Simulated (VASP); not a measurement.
# WC4 (Pm-3m) in VASP: notebook

The runs below take WC4 through single point, relaxation of cell and atoms, with PBE.

All numbers are computed with VASP 6.6.1; they aren't measurements. Logs are shortened: lines on timing, memory, paths and dates and some standing lists are left out, and cuts for length are marked.

### Step 1. The cell of the first run

It takes space group Pm-3m (No. 221, cubic). Conventional cell: a = 4.088 Å, b = 4.088 Å, c = 4.088 Å, α = 90.00°, β = 90.00°, γ = 90.00°. W (site symmetry m-3m) has 6 C at 2.04 Å within 2.7 Å. Within 2.7 Å of C (site symmetry 4/mmm) lie 2 W at 2.04 Å. Within 3.8 Å of C (site symmetry m-3m) lie 12 C at 2.89 Å and 8 W at 3.54 Å.

### Step 2. Single point, PBE

The input, INCAR:

```
ALGO     = Normal         # electronic algorithm
EDIFF    = 1E-6           # SCF threshold, eV
ENCUT    = 520            # plane-wave cutoff, eV
GGA      = PE             # functional
ISIF     = 2              # what is computed and relaxed
ISMEAR   = 0              # smearing method
LASPH    = True           # aspherical terms in the spheres
LCHARG   = False          # write CHGCAR
LREAL    = False          # projectors in reciprocal space
LWAVE    = False          # write WAVECAR
NBANDS   = 23             # bands
NELM     = 100            # most SCF steps
PREC     = Accurate       # precision mode
SIGMA    = 0.1            # smearing width, eV
```

The input, KPOINTS:

```
k-points
0
Gamma
  10 10 10
```

The input, POSCAR:

```
WC4
1.0
    4.0875585500      0.0000000000      0.0000000000
    0.0000000000      4.0875585500      0.0000000000
    0.0000000000      0.0000000000      4.0875585500
W C
1 4
Direct
    0.5000000000      0.5000000000      0.5000000000
    0.0000000000      0.5000000000      0.5000000000
    0.5000000000      0.0000000000      0.5000000000
    0.5000000000      0.5000000000      0.0000000000
    0.0000000000      0.0000000000      0.0000000000
```

Potentials or basis: VASP PAW PBE potentials, release 64 (W_sv, C).

On the command line:

```bash
$ cat potpaw_PBE.64/W_sv/POTCAR potpaw_PBE.64/C/POTCAR > POTCAR
$ mpirun -np 1 vasp_std > vasp.out
```

OUTCAR:

```text
EDIFF = 1E-6
   ENCUT = 520
   GGA = PE
   ISIF = 2
   ISMEAR = 0
   LASPH = True
   LREAL = False
   NELM = 100
   PREC = Accurate

 ion  position               nearest neighbor table
   1  0.500  0.500  0.500-   2 2.04   3 2.04   4 2.04   4 2.04   3 2.04   2 2.04
   2  0.000  0.500  0.500-   1 2.04   1 2.04
   3  0.500  0.000  0.500-   1 2.04   1 2.04
   4  0.500  0.500  0.000-   1 2.04   1 2.04
   5  0.000  0.000  0.000-

  LATTYP: Found a simple cubic cell.
 ALAT       =     4.0875585500

  Lattice vectors:

 A1 = (   4.0875585500,   0.0000000000,   0.0000000000)
 A2 = (   0.0000000000,   4.0875585500,   0.0000000000)
 A3 = (   0.0000000000,   0.0000000000,   4.0875585500)

Analysis of symmetry for initial positions (statically):
=====================================================================
 Subroutine PRICEL returns:
 Original cell was already a primitive cell.

 Routine SETGRP: Setting up the symmetry group for a
 simple cubic supercell.

 Subroutine GETGRP returns: Found 48 space group operations
 (whereof 48 operations were pure point group operations)
 out of a pool of 48 trial point group operations.

The static configuration has the point symmetry O_h .

Analysis of symmetry for dynamics (positions and initial velocities):
=====================================================================
 Subroutine PRICEL returns:
 Original cell was already a primitive cell.

 Routine SETGRP: Setting up the symmetry group for a
 simple cubic supercell.

 Subroutine GETGRP returns: Found 48 space group operations
 (whereof 48 operations were pure point group operations)
 out of a pool of 48 trial point group operations.

The dynamic configuration has the point symmetry O_h .

 Subroutine INISYM returns: Found 48 space group operations
 (whereof 48 operations are pure point group operations),
 and found     1 'primitive' translations

----------------------------------------------------------------------------------------

                                     Primitive cell

  volume of cell :      68.2955

  direct lattice vectors                    reciprocal lattice vectors
     4.087558550  0.000000000  0.000000000     0.244644814  0.000000000  0.000000000
     0.000000000  4.087558550  0.000000000     0.000000000  0.244644814  0.000000000
     0.000000000  0.000000000  4.087558550     0.000000000  0.000000000  0.244644814

  length of vectors
     4.087558550  4.087558550  4.087558550     0.244644814  0.244644814  0.244644814

  position of ions in fractional coordinates (direct lattice)
     0.500000000  0.500000000  0.500000000
     0.000000000  0.500000000  0.500000000
     0.500000000  0.000000000  0.500000000
     0.500000000  0.500000000  0.000000000
     0.000000000  0.000000000  0.000000000

  ion indices of the primitive-cell ions
   primitive index   ion index
                 1           1
                 2           2
                 3           3
                 4           4
                 5           5

----------------------------------------------------------------------------------------

 KPOINTS: k-points

Automatic generation of k-mesh.
 Grid dimensions read from file:
 generate k-points for:   10   10   10

 Generating k-lattice:

  Cartesian coordinates                     Fractional coordinates (reciprocal lattice)
     0.024464481  0.000000000  0.000000000     0.100000000  0.000000000  0.000000000
     0.000000000  0.024464481  0.000000000     0.000000000  0.100000000  0.000000000
     0.000000000  0.000000000  0.024464481     0.000000000  0.000000000  0.100000000

  Length of vectors
     0.024464481  0.024464481  0.024464481

  Shift w.r.t. Gamma in fractional coordinates (k-lattice)
     0.000000000  0.000000000  0.000000000

 Subroutine IBZKPT returns following result:
 ===========================================

 Found     56 irreducible k-points:

 Following reciprocal coordinates:
            Coordinates               Weight
  0.000000  0.000000  0.000000      1.000000
  0.100000  0.000000  0.000000      6.000000
  0.200000  0.000000  0.000000      6.000000
  0.300000  0.000000  0.000000      6.000000
  0.400000  0.000000  0.000000      6.000000
  0.500000  0.000000  0.000000      3.000000
[... 16 lines left out ...]
  0.200000  0.100000  0.100000     24.000000
  0.300000  0.100000  0.100000     24.000000
 [... further k-points ...]
   k-points           NKPTS =     56   k-points in BZ     NKDIM =     56   number of bands    NBANDS=     23
   number of dos      NEDOS =    301   number of ions     NIONS =      5
   total plane-waves  NPLWV =  27000
   dimension x,y,z NGX =    30 NGY =   30 NGZ =   30
   dimension x,y,z NGXF=    60 NGYF=   60 NGZF=   60
   ions per type =               1   4
   NGX,Y,Z   is equivalent  to a cutoff of  12.20, 12.20, 12.20 a.u.
   NGXF,Y,Z  is equivalent  to a cutoff of  24.40, 24.40, 24.40 a.u.
 SYSTEM =  unknown system
   PREC   = accura    normal or accurate (medium, high low for compatibility)
   ISTART =      0    job   : 0-new  1-cont  2-samecut
   ICHARG =      2    charge: 1-file 2-atom 10-const
   ISPIN  =      1    spin polarized calculation?
   LNONCOLLINEAR =      F non collinear calculations
   LSORBIT =      F    spin-orbit coupling
   LASPH  =      T    aspherical Exc in radial PAW
   ENCUT  =  520.0 eV  38.22 Ry    6.18 a.u.   7.60  7.60  7.60*2*pi/ulx,y,z
   NELM   =    100;   NELMIN=  2; NELMDL= -5     # of ELM steps
   EDIFF  = 0.1E-05   stopping-criterion for ELM
   LREAL  =      F    real-space projection
   EDIFFG = 0.1E-04   stopping-criterion for IOM
   NSW    =      0    number of steps for IOM
   IBRION =     -1    ionic relax: 0-MD 1-quasi-New 2-CG
   NFREE  =      0    steps in history (QN), initial steepest desc. (CG)
   ISIF   =      2    stress and relaxation
   ISYM   =      2    0-nonsym 1-usesym 2-fastsym
   POTIM  = 0.5000    time-step for ionic-motion
   TEBEG  =    0.0;   TEEND  =   0.0 temperature during run
   PSTRESS=    0.0 pullay stress
   NELECT =      30.0000    total number of electrons
   NUPDOWN=      -1.0000    fix difference up-down
   EMIN   =  10.00;   EMAX   =-10.00  energy-range for DOS
   EFERMI =   0.00;   METHOD = LEGACY
   ISMEAR =     0;   SIGMA  =   0.10  broadening in eV -4-tet -1-fermi 0-gaus
   EFERMI_NEDOS =   21; number of points for ismear=-14 and -15
   IALGO  =     38    algorithm
   IMIX   =      4    mixing-type and parameters
     AMIX     =   0.40;   BMIX     =  1.00
     AMIX_MAG =   1.60;   BMIX_MAG =  1.00
  volume/ion in A,a.u.               =      13.66        92.18
  Fermi-wavevector in a.u.,A,eV,Ry     =   1.244470  2.351708 21.071435  1.548707
  Thomas-Fermi vector in A             =   2.378736
   LORBIT       =      0    0 simple, 1 ext, 2 COOP (PROOUT), +10 PAW based schemes
   GGA     = PE    functional components
   LHFCALC =     F    Hartree Fock is set to
   AEXX    =    0.0000 exact exchange contribution
   IVDW    =     0    specifies the selected vdW correction
   LEPSILON=     F    determine dielectric tensor
   LRPA    =     F    only Hartree local field effects (RPA)
 non-spin polarized calculation
 Gauss-broadening in eV      SIGMA  =   0.10
  energy-cutoff  :      520.00
  volume of cell :       68.30
 maximum number of plane-waves:      1863
   NGX = 15   NGY = 15   NGZ = 15

 number of electron      30.0000005 magnetization

 Free energy of the ion-electron system (eV)
  ---------------------------------------------------
  ext. energy  EPLUGINS =         0.00000000
  ---------------------------------------------------
  free energy    TOTEN  =       -33.78697491 eV

  energy without entropy =      -33.76766908  energy(sigma->0) =      -33.77732200

 E-fermi :   3.5034     XC(G=0): -10.4950

 val. band max:        3.5016126833   @ k =   0.4000   0.2000   0.0000
 cond. band min:       3.5100832232   @ k =   0.5000   0.2000   0.0000
 fundamental gap:      0.0084705399
 Fermi energy:         3.5034036862

 k-point     1 :       0.0000    0.0000    0.0000
  band No.  band energies     occupation
      1     -70.0660      2.00000
      2     -34.3938      2.00000
      3     -34.3938      2.00000
      4     -34.3938      2.00000
      5      -8.9599      2.00000
      6      -6.1820      2.00000
[... 15 lines left out ...]
     22       6.0800      0.00000
     23       6.0800      0.00000

 k-point     2 :       0.1000    0.0000    0.0000
  band No.  band energies     occupation
      1     -70.0660      2.00000
      2     -34.3948      2.00000
      3     -34.3937      2.00000
      4     -34.3937      2.00000
      5      -8.8829      2.00000
      6      -6.1745      2.00000
[... 15 lines left out ...]
     22       6.1360      0.00000
     23       6.1360      0.00000

 k-point     3 :       0.2000    0.0000    0.0000
  band No.  band energies     occupation
      1     -70.0661      2.00000
      2     -34.3975      2.00000
      3     -34.3933      2.00000
      4     -34.3933      2.00000
      5      -8.6627      2.00000
      6      -6.1544      2.00000
[... 15 lines left out ...]
     22       6.5919      0.00000
     23       6.5920      0.00000

 k-point     4 :       0.3000    0.0000    0.0000
  band No.  band energies     occupation
      1     -70.0661      2.00000
      2     -34.4007      2.00000
      3     -34.3928      2.00000
      4     -34.3928      2.00000
      5      -8.3340      2.00000
      6      -6.2062      2.00000
[... 15 lines left out ...]
     22       7.4375      0.00000
     23       7.4376      0.00000

 k-point     5 :       0.4000    0.0000    0.0000
  band No.  band energies     occupation
      1     -70.0661      2.00000
      2     -34.4033      2.00000
      3     -34.3924      2.00000
      4     -34.3924      2.00000
      5      -7.9733      2.00000
      6      -6.4688      2.00000
[... 15 lines left out ...]
     22       8.1743      0.00000
     23       8.1743      0.00000

 k-point     6 :       0.5000    0.0000    0.0000
  band No.  band energies     occupation
      1     -70.0661      2.00000
      2     -34.4043      2.00000
      3     -34.3922      2.00000
      4     -34.3922      2.00000
      5      -7.7795      2.00000
      6      -6.6421      2.00000
[... 15 lines left out ...]
     22       8.4689      0.00000
     23       8.4690      0.00000

 k-point     7 :       0.1000    0.1000    0.0000
  band No.  band energies     occupation
      1     -70.0661      2.00000
      2     -34.3947      2.00000
      3     -34.3947      2.00000
      4     -34.3935      2.00000
      5      -8.8056      2.00000
      6      -6.1558      2.00000
[... 353 lines left out ...]
     22       8.3915      0.00000
     23       8.8564      0.00000

 k-point    21 :       0.5000    0.5000    0.0000
  band No.  band energies     occupation
      1     -70.0661      2.00000
      2     -34.4026      2.00000
      3     -34.4026      2.00000
      4     -34.3906      2.00000
      5      -6.8952      2.00000
      6      -5.6313      2.00000
[... 15 lines left out ...]
     22       8.3857      0.00000
     23       9.0091      0.00000

 k-point    22 :       0.1000    0.1000    0.1000
  band No.  band energies     occupation
      1     -70.0661      2.00000
      2     -34.3946      2.00000
      3     -34.3945      2.00000
      4     -34.3945      2.00000
      5      -8.7279      2.00000
      6      -6.1153      2.00000
[... 15 lines left out ...]
     22       6.0520      0.00000
     23       6.0521      0.00000

 k-point    23 :       0.2000    0.1000    0.1000
  band No.  band energies     occupation
      1     -70.0661      2.00000
      2     -34.3971      2.00000
      3     -34.3941      2.00000
      4     -34.3941      2.00000
      5      -8.5058      2.00000
      6      -6.0921      2.00000
[... 15 lines left out ...]
     22       6.4633      0.00000
     23       6.6225      0.00000

 k-point    24 :       0.3000    0.1000    0.1000
  band No.  band energies     occupation
      1     -70.0661      2.00000
      2     -34.4004      2.00000
      3     -34.3936      2.00000
      4     -34.3936      2.00000
      5      -8.1746      2.00000
      6      -6.1142      2.00000
[... 15 lines left out ...]
     22       7.3678      0.00000
     23       7.4594      0.00000

 [... further k-points ...]
[... 5 lines left out ...]
  --------------------------------------------------------------------------------------
  -------------------------------------------------------------------------------------
  Total        0.0737272      0.0737272      0.0737272      0.0000000      0.0000000      0.0000000
  in kB        1.7296033      1.7296033      1.7296033      0.0000000      0.0000000      0.0000000
  external PRESSURE =       1.7296033 kB  Pullay stress =       0.0000000 kB

 VOLUME and BASIS-vectors are now :
 -----------------------------------------------------------------------------
  energy-cutoff  :      520.00
  volume of cell :       68.30
      direct lattice vectors                 reciprocal lattice vectors
     4.087558550  0.000000000  0.000000000     0.244644814  0.000000000  0.000000000
     0.000000000  4.087558550  0.000000000     0.000000000  0.244644814  0.000000000
     0.000000000  0.000000000  4.087558550     0.000000000  0.000000000  0.244644814

 POSITION                                       TOTAL-FORCE (eV/Angst)
 -----------------------------------------------------------------------------------
      2.04378      2.04378      2.04378         0.000000      0.000000      0.000000
      0.00000      2.04378      2.04378         0.000000      0.000000      0.000000
      2.04378      0.00000      2.04378         0.000000      0.000000      0.000000
      2.04378      2.04378      0.00000         0.000000      0.000000      0.000000
      0.00000      0.00000      0.00000         0.000000      0.000000      0.000000
 -----------------------------------------------------------------------------------
    total drift:                                0.000000      0.000000     -0.000000

  FREE ENERGIE OF THE ION-ELECTRON SYSTEM (eV)
  ---------------------------------------------------
  free  energy   TOTEN  =       -33.7869749071 eV

  energy  without entropy=      -33.7676690834  energy(sigma->0) =      -33.77732200
```

Run time: 45 s. Hardware: 1 thread of Intel Xeon 6975P-C (Granite Rapids), shared host; peak memory 0.21 GiB.

What came out:

| Property | Result |
| --- | --- |
| Free energy | -33.7870 eV |
| Pressure | 0.2 GPa |
| Band gap on the k mesh | zero (band 15 reaches 4.44 eV, above the bottom of band 16 at 2.82 eV) |

Levels at points of the mesh, in eV from the Fermi level:
| k point | band 12 | band 13 | band 14 | band 15 | band 16 | band 17 | band 18 | band 19 |
| --- | --- | --- | --- | --- | --- | --- | --- | --- |
| (0.00, 0.00, 0.00) | 0.36 | 0.36 | 0.36 | 0.66 | 0.66 | 0.66 | 0.76 | 0.76 |
| (0.50, 0.00, 0.00) | -1.29 | -1.29 | 0.03 | 0.09 | 0.25 | 0.43 | 0.73 | 0.73 |
| (0.50, 0.50, 0.00) | -2.48 | -2.48 | -1.57 | -1.57 | -0.15 | -0.13 | 2.14 | 2.14 |
| (0.50, 0.50, 0.50) | -5.06 | -4.69 | -4.69 | 0.93 | 0.93 | 0.93 | 2.53 | 2.53 |

Caveat: spin-orbit coupling is left out, which moves the levels of the heavy elements.

(Part 1 of 2 ends here.)
